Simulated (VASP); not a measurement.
# Zr2O (Fmmm) in VASP: single point with PBEsol

Aim: the single point of Zr2O with PBEsol.

Everything below comes from runs of VASP 6.6.1. Logs are shortened: lines on timing, memory, paths and dates and some standing lists are left out, and cuts for length are marked.

### 1 The cell of the first run

The structure is orthorhombic, space group Fmmm (No. 69). The conventional cell has a = 6.789 Å, b = 6.789 Å, c = 19.201 Å, α = 90.00°, β = 90.00°, γ = 90.00°. Zr (site symmetry 2mm) has 2 O at 2.08 Å within 2.8 Å. Within 2.8 Å of Zr (site symmetry 2/m) lie 2 O at 2.08 Å. Within 2.8 Å of Zr (site symmetry m) lie 2 O at 2.08 Å. Within 2.8 Å of O (site symmetry mm2) lie 4 Zr at 2.08 Å and 1 O at 2.40 Å. O (site symmetry mm2) has 4 Zr at 2.08 Å within 2.8 Å.

### 2 Single point, PBEsol (the part above a cut slid along it)

Contents of INCAR:

```
SYSTEM = Zr2O
ALGO = Normal ; EDIFF = 1E-6
ENCUT = 520 ; GGA = PS
ISIF = 2 ; ISMEAR = 0
ISYM = 0 ; KPAR = 4
LASPH = .True. ; LCHARG = .False.
LREAL = .False. ; LWAVE = .False.
NBANDS = 72 ; NELM = 60
PREC = Accurate ; SIGMA = 0.15
```

Contents of KPOINTS:

```
k-points
0
Gamma
  10 10 5
  0 0 0
```

Contents of POSCAR:

```
Zr2O
1.0
    0.0000000000     -4.8002882070      0.0000000000
    0.0000000000      0.0000000000     -4.8002882070
    9.6005764141     -2.4001441035      2.4001441035
Zr O
8 4
Direct
    0.7187500000      0.2812500000      0.0625000000
    0.4687500000      0.5312500000      0.5625000000
    0.5937500000      0.9062500000      0.3125000000
    0.3437500000      1.1562500000      0.8125000000
    0.2187500000      0.7812500000      0.0625000000
   -0.0312500000      1.0312500000      0.5625000000
    0.0937500000      0.4062500000      0.3125000000
   -0.1562500000      0.6562500000      0.8125000000
   -0.4687500000      1.4687500000      0.9375000000
   -0.2187500000      1.2187500000      0.4375000000
    0.4062500000      0.5937500000      0.1875000000
    0.1562500000      0.8437500000      0.6875000000
```

Potentials or basis: VASP PAW PBE potentials, release 64 (Zr_sv, O).

Launch:

```
$ cat potpaw_PBE.64/Zr_sv/POTCAR potpaw_PBE.64/O/POTCAR > POTCAR
$ mpirun -np 4 vasp_std > vasp.out
```

OUTCAR:

```text
SYSTEM = Zr2O
   EDIFF = 1E-6
   ENCUT = 520
   GGA = PS
   ISIF = 2
   ISMEAR = 0
   ISYM = 0
   LASPH = .True.
   LREAL = .False.
   NELM = 60
   PREC = Accurate

 ion  position               nearest neighbor table
   1  0.719  0.281  0.062-   9 2.08  11 2.08   5 3.39   5 3.39   5 3.39   5 3.39   8 3.39   3 3.39
                             3 3.39   4 3.39   8 3.39   4 3.39   7 3.39   7 3.39
   2  0.469  0.531  0.562-  10 2.08  12 2.08   6 3.39   6 3.39   6 3.39   6 3.39   8 3.39   4 3.39
                             3 3.39   3 3.39   4 3.39   7 3.39   8 3.39   7 3.39
   3  0.594  0.906  0.312-  10 2.08  11 2.08   7 3.39   7 3.39   7 3.39   7 3.39   5 3.39   2 3.39
                             1 3.39   1 3.39   2 3.39   6 3.39   5 3.39   6 3.39
   4  0.344  0.156  0.812-   9 2.08  12 2.08   8 3.39   8 3.39   8 3.39   8 3.39   6 3.39   5 3.39
                             1 3.39   2 3.39   2 3.39   1 3.39   5 3.39   6 3.39
   5  0.219  0.781  0.062-   9 2.08  11 2.08   1 3.39   1 3.39   1 3.39   1 3.39   8 3.39   7 3.39
                             8 3.39   3 3.39   4 3.39   4 3.39   3 3.39   7 3.39
   6  0.969  0.031  0.562-  10 2.08  12 2.08   2 3.39   2 3.39   2 3.39   2 3.39   8 3.39   8 3.39
                             3 3.39   3 3.39   7 3.39   4 3.39   4 3.39   7 3.39
   7  0.094  0.406  0.312-  10 2.08  11 2.08   3 3.39   3 3.39   3 3.39   3 3.39   6 3.39   6 3.39
                             1 3.39   2 3.39   5 3.39   2 3.39   1 3.39   5 3.39
   8  0.844  0.656  0.812-   9 2.08  12 2.08   4 3.39   4 3.39   4 3.39   4 3.39   6 3.39   1 3.39
                             1 3.39   2 3.39   6 3.39   2 3.39   5 3.39   5 3.39
   9  0.531  0.469  0.938-   1 2.08   4 2.08   5 2.08   8 2.08
  10  0.781  0.219  0.438-   2 2.08   3 2.08   6 2.08   7 2.08
  11  0.406  0.594  0.188-   1 2.08   3 2.08   5 2.08   7 2.08
  12  0.156  0.844  0.688-   2 2.08   4 2.08   6 2.08   8 2.08

IMPORTANT INFORMATION: All symmetrisations will be switched off!
NOSYMM: (Re-)initialisation of all symmetry stuff for point group C_1.

----------------------------------------------------------------------------------------

                                     Primitive cell

  volume of cell :     221.2238

  direct lattice vectors                    reciprocal lattice vectors
     0.000000000 -4.800288207  0.000000000    -0.052080206 -0.208320825  0.000000000
     0.000000000  0.000000000 -4.800288207     0.052080206  0.000000000 -0.208320825
     9.600576414 -2.400144104  2.400144104     0.104160413  0.000000000  0.000000000

  length of vectors
     4.800288207  4.800288207 10.182949029     0.214732191  0.214732191  0.104160413

  position of ions in fractional coordinates (direct lattice)
     0.718750000  0.281250000  0.062500000
     0.468750000  0.531250000  0.562500000
     0.593750000  0.906250000  0.312500000
     0.343750000  0.156250000  0.812500000
     0.218750000  0.781250000  0.062500000
     0.968750000  0.031250000  0.562500000
     0.093750000  0.406250000  0.312500000
     0.843750000  0.656250000  0.812500000
     0.531250000  0.468750000  0.937500000
     0.781250000  0.218750000  0.437500000
     0.406250000  0.593750000  0.187500000
     0.156250000  0.843750000  0.687500000

  ion indices of the primitive-cell ions
   primitive index   ion index
                 1           1
                 2           2
                 3           3
                 4           4
                 5           5
                 6           6
                 7           7
                 8           8
                 9           9
                10          10
                11          11
                12          12

----------------------------------------------------------------------------------------

 KPOINTS: k-points

Automatic generation of k-mesh.
 Grid dimensions read from file:
 generate k-points for:   10   10    5

 Generating k-lattice:

  Cartesian coordinates                     Fractional coordinates (reciprocal lattice)
    -0.005208021 -0.020832083  0.000000000     0.100000000  0.000000000 -0.000000000
     0.005208021  0.000000000 -0.020832083     0.000000000  0.100000000  0.000000000
     0.020832083  0.000000000  0.000000000     0.000000000  0.000000000  0.200000000

  Length of vectors
     0.021473219  0.021473219  0.020832083

  Shift w.r.t. Gamma in fractional coordinates (k-lattice)
     0.000000000  0.000000000  0.000000000

 -----------------------------------------------------------------------------
[... 16 lines left out ...]
 -----------------------------------------------------------------------------

 WARNING: IBZKPT: internal override: KBLOWUP is changed to .FALSE.
      ... skipping the blow-up phase ...

 Subroutine IBZKPT returns following result:
 ===========================================

 Found    252 irreducible k-points:

 Following reciprocal coordinates:
            Coordinates               Weight
  0.000000  0.000000  0.000000      1.000000
  0.100000  0.000000 -0.000000      2.000000
  0.200000  0.000000 -0.000000      2.000000
  0.300000  0.000000  0.000000      2.000000
  0.400000  0.000000 -0.000000      2.000000
  0.500000  0.000000  0.000000      1.000000
[... 16 lines left out ...]
 -0.400000  0.200000 -0.000000      2.000000
 -0.300000  0.200000 -0.000000      2.000000
 [... further k-points ...]
   k-points           NKPTS =    252   k-points in BZ     NKDIM =    252   number of bands    NBANDS=     72
   number of dos      NEDOS =    301   number of ions     NIONS =     12
   total plane-waves  NPLWV = 103680
   dimension x,y,z NGX =    36 NGY =   36 NGZ =   80
   dimension x,y,z NGXF=    72 NGYF=   72 NGZF=  160
   ions per type =               8   4
   NGX,Y,Z   is equivalent  to a cutoff of  12.47, 12.47, 13.06 a.u.
   NGXF,Y,Z  is equivalent  to a cutoff of  24.94, 24.94, 26.12 a.u.
 SYSTEM =  Zr2O
   PREC   = accura    normal or accurate (medium, high low for compatibility)
   ISTART =      0    job   : 0-new  1-cont  2-samecut
   ICHARG =      2    charge: 1-file 2-atom 10-const
   ISPIN  =      1    spin polarized calculation?
   LNONCOLLINEAR =      F non collinear calculations
   LSORBIT =      F    spin-orbit coupling
   LASPH  =      T    aspherical Exc in radial PAW
   ENCUT  =  520.0 eV  38.22 Ry    6.18 a.u.   8.93  8.93 18.93*2*pi/ulx,y,z
   NELM   =     60;   NELMIN=  2; NELMDL= -5     # of ELM steps
   EDIFF  = 0.1E-05   stopping-criterion for ELM
   LREAL  =      F    real-space projection
   EDIFFG = 0.1E-04   stopping-criterion for IOM
   NSW    =      0    number of steps for IOM
   IBRION =     -1    ionic relax: 0-MD 1-quasi-New 2-CG
   NFREE  =      0    steps in history (QN), initial steepest desc. (CG)
   ISIF   =      2    stress and relaxation
   ISYM   =      0    0-nonsym 1-usesym 2-fastsym
   POTIM  = 0.5000    time-step for ionic-motion
   TEBEG  =    0.0;   TEEND  =   0.0 temperature during run
   PSTRESS=    0.0 pullay stress
   NELECT =     120.0000    total number of electrons
   NUPDOWN=      -1.0000    fix difference up-down
   EMIN   =  10.00;   EMAX   =-10.00  energy-range for DOS
   EFERMI =   0.00;   METHOD = LEGACY
   ISMEAR =     0;   SIGMA  =   0.15  broadening in eV -4-tet -1-fermi 0-gaus
   EFERMI_NEDOS =   21; number of points for ismear=-14 and -15
   IALGO  =     38    algorithm
   IMIX   =      4    mixing-type and parameters
     AMIX     =   0.40;   BMIX     =  1.00
     AMIX_MAG =   1.60;   BMIX_MAG =  1.00
  volume/ion in A,a.u.               =      18.44       124.41
  Fermi-wavevector in a.u.,A,eV,Ry     =   1.335133  2.523036 24.253483  1.782581
  Thomas-Fermi vector in A             =   2.463861
   LORBIT       =      0    0 simple, 1 ext, 2 COOP (PROOUT), +10 PAW based schemes
   GGA     = PS    functional components
   LHFCALC =     F    Hartree Fock is set to
   AEXX    =    0.0000 exact exchange contribution
   IVDW    =     0    specifies the selected vdW correction
   LEPSILON=     F    determine dielectric tensor
   LRPA    =     F    only Hartree local field effects (RPA)
 non-spin polarized calculation
 Gauss-broadening in eV      SIGMA  =   0.15
  energy-cutoff  :      520.00
  volume of cell :      221.22
 maximum number of plane-waves:      6016
   NGX = 17   NGY = 17   NGZ = 37

 number of electron     120.0000004 magnetization

 Free energy of the ion-electron system (eV)
  ---------------------------------------------------
  ext. energy  EPLUGINS =         0.00000000
  ---------------------------------------------------
  free energy    TOTEN  =      -113.14780302 eV

  energy without entropy =     -112.98924740  energy(sigma->0) =     -113.06852521

 E-fermi :   8.2933     XC(G=0): -11.1007

 val. band max:        8.2927060802   @ k =   0.0000   0.5000   0.0000
 cond. band min:       8.2939301723   @ k =   0.3000   0.4000   0.2000
 fundamental gap:      0.0012240921
 Fermi energy:         8.2933443074

 k-point     1 :       0.0000    0.0000    0.0000
  band No.  band energies     occupation
      1     -40.8891      2.00000
      2     -40.8280      2.00000
      3     -40.7732      2.00000
      4     -40.7064      2.00000
      5     -40.6586      2.00000
      6     -40.6398      2.00000
[... 1789 lines left out ...]
     71      10.4610      0.00000
     72      10.6516      0.00000

 [... further k-points ...]

------------------------ aborting loop because EDIFF is reached ----------------------------------------

  FORCE on cell =-STRESS in cart. coord.  units (eV):
  Direction    XX          YY          ZZ          XY          YZ          ZX
  --------------------------------------------------------------------------------------
  -------------------------------------------------------------------------------------
  Total        1.6835997     -0.3922436     -0.3922475     -0.0007318      0.0540407      0.0007555
  in kB       12.1931944     -2.8407597     -2.8407883     -0.0052998      0.3913806      0.0054714
  external PRESSURE =       2.1705488 kB  Pullay stress =       0.0000000 kB

 VOLUME and BASIS-vectors are now :
 -----------------------------------------------------------------------------
  energy-cutoff  :      520.00
  volume of cell :      221.22
      direct lattice vectors                 reciprocal lattice vectors
     0.000000000 -4.800288207  0.000000000    -0.052080206 -0.208320825  0.000000000
     0.000000000  0.000000000 -4.800288207     0.052080206  0.000000000 -0.208320825
     9.600576414 -2.400144104  2.400144104     0.104160413  0.000000000  0.000000000

 POSITION                                       TOTAL-FORCE (eV/Angst)
 -----------------------------------------------------------------------------------
      0.60004     -3.60022     -1.20007         0.000469     -0.120709      0.120710
      5.40032     -3.60022     -1.20007        -0.000137     -0.000086      0.000087
      3.00018     -3.60022     -3.60022         0.033538     -0.032700     -0.032398
      7.80047     -3.60022      1.20007        -0.033667      0.032422      0.032600
      0.60004     -1.20007     -3.60022        -0.000164      0.120472     -0.120471
      5.40032     -6.00036      1.20007        -0.000148     -0.000151      0.000148
      3.00018     -1.20007     -1.20007         0.033541      0.032395      0.032700
      7.80047     -6.00036     -1.20007        -0.033664     -0.032598     -0.032422
      9.00054     -4.80029      0.00000        -0.214830      0.000552     -0.000553
      4.20025     -4.80029      0.00000         0.142418      0.000372     -0.000372
      1.80011     -2.40014     -2.40014         0.214943     -0.000078      0.000079
      6.60040     -2.40014     -2.40014        -0.142299      0.000108     -0.000108
 -----------------------------------------------------------------------------------
    total drift:                                0.000757      0.001396     -0.001399

  FREE ENERGIE OF THE ION-ELECTRON SYSTEM (eV)
  ---------------------------------------------------
  free  energy   TOTEN  =      -113.1478030184 eV

  energy  without entropy=     -112.9892473959  energy(sigma->0) =     -113.06852521
```

Wall time 9.4 min (4 MPI ranks of Intel Xeon 6975P-C (Granite Rapids), shared host); peak memory 2.3 GiB.

Results:

```yaml
Free_energy: -113.1478 eV
Pressure: 0.2 GPa
Largest_force: 0.215 eV/Å
Band_gap_on_the_k_mesh: zero (bands 60 and 61 overlap by 0.55 eV)
```

Forces on the atoms (eV/Å):
```
Zr   0.000 -0.121  0.121
Zr   0.000  0.000  0.000
Zr   0.034 -0.033 -0.032
Zr  -0.034  0.032  0.033
Zr   0.000  0.120 -0.120
Zr   0.000  0.000  0.000
Zr   0.034  0.032  0.033
Zr  -0.034 -0.033 -0.032
O   -0.215  0.001 -0.001
O    0.142  0.000  0.000
O    0.215  0.000  0.000
O   -0.142  0.000  0.000
```

Stress tensor (GPa, compression positive):
```
 1.22  0.00  0.00
 0.00 -0.28  0.04
 0.00  0.04 -0.28
```

Levels at points of the mesh, in eV from the Fermi level:
```
           k point  band 58  band 59  band 60  band 61  band 62  band 63
(0.00, 0.00, 0.00)    -0.90    -0.49    -0.47     0.18     0.79     0.82
(0.50, 0.00, 0.00)    -0.60    -0.23    -0.23     0.00     0.06     0.10
(0.00, 0.50, 0.00)    -0.60    -0.23    -0.23     0.00     0.06     0.10
(0.50, 0.50, 0.00)     0.13     0.14     0.29     0.42     0.67     0.69
```

Caveat: the cell differs from its parent crystal (the part above a cut slid along it); the PAW data sets were made with another functional, which shifts forces and pressure a little.
